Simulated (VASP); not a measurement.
A run of VASP 6.6.1 is set up as follows.

Contents of POSCAR:

```
Y
1.0
    0.0000000000      2.5193547892      2.5193547892
    2.5193547892      0.0000000000      2.5193547892
    2.5193547892      2.5193547892      0.0000000000
Y
1
Direct
    0.0000000000      0.0000000000      0.0000000000
```

Contents of INCAR.step1:

```
SYSTEM = Y
ALGO = Normal
EDIFF = 1E-4
ENCUT = 520
GGA = PE
ISMEAR = -1
LASPH = .TRUE.
LCHARG = .FALSE.
LREAL = .FALSE.
LWAVE = .TRUE.
NBANDS = 12
NELM = 100
PREC = Accurate
SIGMA = 0.1
```

INCAR.step2

```
SYSTEM = Y
ALGO = Normal
EDIFF = 1E-6
ENCUT = 520
ISIF = 2
ISMEAR = -1
ISTART = 1
LASPH = .TRUE.
LCHARG = .FALSE.
LMIXTAU = .TRUE.
LREAL = .FALSE.
LWAVE = .FALSE.
METAGGA = R2SCAN
NBANDS = 12
NELM = 100
PREC = Accurate
SIGMA = 0.1
```

File KPOINTS:

```
k-points
0
G
  12 12 12
  0 0 0
```

Potentials or basis: VASP PAW PBE potentials, release 64 (Y_sv).

Launch:

```bash
$ cat potpaw_PBE.64/Y_sv/POTCAR > POTCAR
$ cp INCAR.step1 INCAR
$ mpirun -np 1 vasp_std > vasp.out
$ cp INCAR.step2 INCAR
$ mpirun -np 1 vasp_std > vasp.out
```

(1) What does it give for the pressure?

Results:

(1) 1.8 GPa.

Caveat: the PAW data sets were made with another functional, which shifts forces and pressure a little.
